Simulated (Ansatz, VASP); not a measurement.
# Mg: VASP beside Ansatz

INCAR

```
PREC = Accurate ; ENCUT = 520
EDIFF = 1E-8 ; ISMEAR = -1
SIGMA = 0.05 ; LREAL = F
LASPH = T ; NELM = 80
ALGO = Normal ; ISIF = 2
LWAVE = F ; LCHARG = F
LEFG = T ; NBANDS = 9
```

KPOINTS

```
regular mesh
0
Gamma
  12 12 7
```

POSCAR

```
Mg
1.0
    3.2092715325      0.0160463577      0.0160463577
   -1.5907392128      2.7712874960      0.0058733745
    0.0260516500      0.0260516500      5.2103300000
Mg
2
Direct
    0.3333333333      0.6666666667      0.2500000000
    0.6666666667      0.3333333333      0.7500000000
```

Input for Ansatz:

```yaml
crystal:
  lattice:
    - [3.2092715325, 0.0160463577, 0.0160463577]
    - [-1.5907392128, 2.771287496, 0.0058733745]
    - [0.02605165, 0.02605165, 5.21033]
  atoms:
    - { symbol: Mg, position: [0.3333333333, 0.6666666667, 0.25] }
    - { symbol: Mg, position: [0.6666666667, 0.3333333333, 0.75] }
kpoints:
  mp_grid: { grid: [12, 12, 7] }
scf:
  occupations: { method: fermi_dirac, width: 0.05 }
hamiltonian:
  xc: lda
  pseudopotentials: { kind: all_electron, datasets: crystal }
output:
  forces: true
  stress: true
  eigenvalues: true
  efg: { contact_densities: true }
```

Change from the starting cell: equal xy, yz and zx shear strains of +1 %, crystal datasets.

Alike in both runs: task electric field gradients; functional LDA; k mesh 12 × 12 × 7; occupations fermi-dirac, width 0.05 eV; no spin polarisation.

|  | VASP | Ansatz |
| --- | --- | --- |
| version | VASP 6.6.1 | Ansatz 0.2.0 |
| potentials or method | VASP PAW LDA potentials, release 64 (Mg), cutoff 520 eV | all-electron PAW with datasets made for the crystal, scalar-relativistic |

```tsv
	VASP	Ansatz	Ansatz less VASP
pressure (GPa)	-2.8	-2.5	+0.34
traceless stress, the component that is largest in VASP (GPa)	-0.53	-0.53	0.000
rms of the force components (eV/Å)	0.003	0.003	0.0000
size of Vzz on the site where it differs most (V/Å²)	1.3	1.4	+0.11
```

LDA's correlation is that of Perdew and Zunger in VASP and of Perdew and Wang (1992) in Ansatz. Atom by atom the forces differ by 0.000 eV/Å (rms over components). Ansatz ran all-electron here, and VASP with PAW potentials.
